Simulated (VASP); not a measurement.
Here is a VASP 6.6.1 calculation.

File INCAR:

```
PREC = Accurate ; ENCUT = 520
EDIFF = 1E-6 ; ISMEAR = 0
SIGMA = 0.1 ; LREAL = F
LASPH = T ; NELM = 80
ALGO = Fast ; ISIF = 2
LWAVE = F ; LCHARG = T
GGA = PE ; LELF = T
LVHAR = T ; NBANDS = 28
```

The input KPOINTS:

```
regular mesh
0
Gamma
  6 6 6
```

File POSCAR:

```
K3Te2
1.0
    2.9044974968      1.6769124116      6.9578013851
   -2.9044974968      1.6769124116      6.9578013851
    0.0000000000     -3.3538248233      6.9578013851
K Te
3 2
Direct
    0.0000000000      0.0000000000      0.0000000000
    0.2212866050      0.2212866050      0.2212866050
    0.7787133950      0.7787133950      0.7787133950
    0.4162043172      0.4162043172      0.4162043172
    0.5837956828      0.5837956828      0.5837956828
```

Potentials or basis: VASP PAW PBE potentials, release 64 (K_sv, Te).

Launch:

```bash
$ cat potpaw_PBE.64/K_sv/POTCAR potpaw_PBE.64/Te/POTCAR > POTCAR
$ mpirun -np 1 vasp_std > vasp.out
```

Question: Predict the pressure.

Answer: 0.0 GPa.

Question: Predict the band gap on the k mesh.

Answer: Zero (an odd number of electrons rules out a gap without spin polarisation).

Question: What does it give for the largest force?

Answer: 0.012 eV/Å.

Forces in eV/Å, atoms in the order of the input:
```
K    0.000  0.000  0.000
K    0.000  0.000  0.012
K    0.000  0.000 -0.012
Te   0.000  0.000  0.011
Te   0.000  0.000 -0.011
```

Caveat: spin-orbit coupling is left out, which moves the levels of the heavy elements.
